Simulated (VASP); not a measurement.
MgSnSb2:

```xyz
4
Lattice="4.6005 0.0000 0.0000 0.0000 4.6005 0.0000 0.0000 0.0000 6.5552" Properties=species:S:1:pos:R:3 pbc="T T T"
Mg    0.0000    0.0000    0.0000
Sb    0.0000    2.3002    1.5921
Sb    2.3002    0.0000    4.9631
Sn    2.3002    2.3002    3.2776
```

Base run:

| Quantity | Value |
| --- | --- |
| Program | VASP 6.6.1 |
| Functional | PBEsol |
| Potentials or basis | VASP PAW PBE potentials, release 64 (Mg, Sb, Sn_d) |
| Cutoff | 600 eV |
| k mesh | 4 × 4 × 4 |
| Occupations | fermi-dirac, width 0.02 eV |
| Spin | no spin polarisation |

Its results: band gap on the k mesh zero (band 13 reaches 3.78 eV, above the bottom of band 14 at 3.57 eV); pressure -0.2 GPa.

Q: The run is repeated on the same cell with these changes: functional from PBEsol to PBE. What comes out?

A: Band gap on the k mesh zero (band 13 reaches 3.90 eV, above the bottom of band 14 at 3.75 eV); pressure 1.4 GPa.

PBE binds less tightly than PBEsol, so the same cell stands under more pressure.

Caveats: spin-orbit coupling is left out, which moves the levels of the heavy elements; the PAW data sets were made with another functional, which shifts forces and pressure a little (some runs).
